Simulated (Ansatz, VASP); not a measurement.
**Two plane-wave programs on AlNi**

INCAR

```
SYSTEM = AlNi
PREC = Accurate
ENCUT = 520
EDIFF = 1E-7
ISMEAR = 0
SIGMA = 0.15
LREAL = .FALSE.
LASPH = .TRUE.
NELM = 80
ALGO = Fast
ISIF = 2
LWAVE = .FALSE.
LCHARG = .FALSE.
GGA = PE
NBANDS = 14
```

File KPOINTS:

```
regular mesh
0
G
  16 16 16
  0 0 0
```

Contents of POSCAR:

```
AlNi
1.0
    2.8444152934      0.0000000000      0.0000000000
    0.0000000000      2.8444152934      0.0000000000
    0.0000000000      0.0000000000      2.8444152934
Al Ni
1 1
Direct
    0.0000000000      0.0000000000     -0.0069138990
    0.5000000000      0.5000000000      0.5031783409
```

Input for Ansatz:

```yaml
crystal:
  lattice:
    - [2.8444152934, 0.0, 0.0]
    - [0.0, 2.8444152934, 0.0]
    - [0.0, 0.0, 2.8444152934]
  atoms:
    - { symbol: Al, position: [0.0, 0.0, -0.006913899] }
    - { symbol: Ni, position: [0.5, 0.5, 0.5031783409] }
basis:
  ecutwfc: 520.0
kpoints:
  mp_grid: { grid: [16, 16, 16] }
hamiltonian:
  xc: pbe
  pseudopotentials: { kind: paw, azcp: { folder: soft_1 } }
scf:
  occupations: { method: gaussian, width: 0.15 }
output:
  forces: true
  stress: true
  eigenvalues: true
```

Change from the starting cell: mode 6 frozen in at -0.020 Å, equal normal strain along x, y and z -0.0167.

Alike in both runs: task single point; functional PBE; k mesh 16 × 16 × 16; occupations gaussian, width 0.15 eV; no spin polarisation.

|  | VASP | Ansatz |
| --- | --- | --- |
| version | VASP 6.6.1 | Ansatz 0.2.0 |
| potentials or method | VASP PAW PBE potentials, release 64 (Al, Ni), cutoff 520 eV | scalar-relativistic, plane waves, PAW |
| valence electrons in the cell | 13 | 21 |

|  | VASP | Ansatz | Ansatz less VASP |
| --- | --- | --- | --- |
| gap on the k mesh at the Fermi level (eV) | none | none | - |
| pressure (GPa) | 9.0 | 9.0 | +0.03 |
| rms of the force components (eV/Å) | 0.115 | 0.114 | -0.0008 |

Atom by atom the forces differ by 0.001 eV/Å (rms over components). A gap of «none» marks a metal or a gap that the smearing closes. VASP's potentials hold 13 valence electrons a cell and Ansatz's 21, so a difference there can come from the potentials and not from the codes.
